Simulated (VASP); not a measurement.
Wanted: the native input for a VASP 6.6.1 run.

- Task: relaxation of shape and atoms at fixed volume
- Functional: PBE
- Potentials or basis: VASP PAW PBE potentials, release 64 (Fe, Pt)
- Cutoff: 600 eV
- k mesh: 20 × 20 × 14
- Occupations: gaussian, width 0.1 eV
- Spin: collinear spin, ferromagnetic start
- Starting moments: [3.28, 0.42] μB
- Dipole correction: no
- Further INCAR settings: ALGO = Normal; EDIFF = 1e-07; IBRION = 2; EDIFFG = -0.01; NSW = 50; ISIF = 4

The structure of FePt lies in POSCAR:

```
FePt
1.0
    2.7015316196      0.0000000000      0.0000000000
    0.0000000000      2.7015316196      0.0000000000
    0.0000000000      0.0000000000      3.7271940405
Fe Pt
1 1
Direct
    0.5000000000      0.5000000000      0.5000000000
    0.0000000000      0.0000000000      0.0000000000
```

The input as run:

INCAR

```
SYSTEM = FePt
  PREC = Accurate
  ENCUT = 600
  EDIFF = 1E-7
  ISMEAR = 0
  SIGMA = 0.1
  LREAL = .FALSE.
  LASPH = .TRUE.
  NELM = 200
  ALGO = Normal
  ISIF = 4
  LWAVE = .FALSE.
  LCHARG = .FALSE.
  ISPIN = 2
  MAGMOM = 3.28 0.42
  LORBIT = 11
  LMAXMIX = 4
  GGA = PE
  IBRION = 2
  NSW = 50
  EDIFFG = -0.01
  GGA_COMPAT = .FALSE.
  NELMIN = 4
  KPAR = 4
```

KPOINTS

```
Automatic mesh
0
G
  20 20 14
  0 0 0
```

Potentials or basis: VASP PAW PBE potentials, release 64 (Fe, Pt).

The run is started by

```bash
$ cat potpaw_PBE.64/Fe/POTCAR potpaw_PBE.64/Pt/POTCAR > POTCAR
$ mpirun -np 4 vasp_std > vasp.out
```

It gave:

| Item | Value |
| --- | --- |
| Pressure after relaxing | 6.2 GPa |
| Net moment | 3.24 μB per cell |
| Site moments | Fe +2.89; Pt +0.32 μB |
| Valence electrons inside the program's atomic spheres | Fe 7.01; Pt 9.47 |

Run time: 54 s on 4 MPI ranks on Intel(R) Xeon(R) 6975P-C (Granite Rapids), with other jobs on the host, peak memory 0.53 GiB a rank.
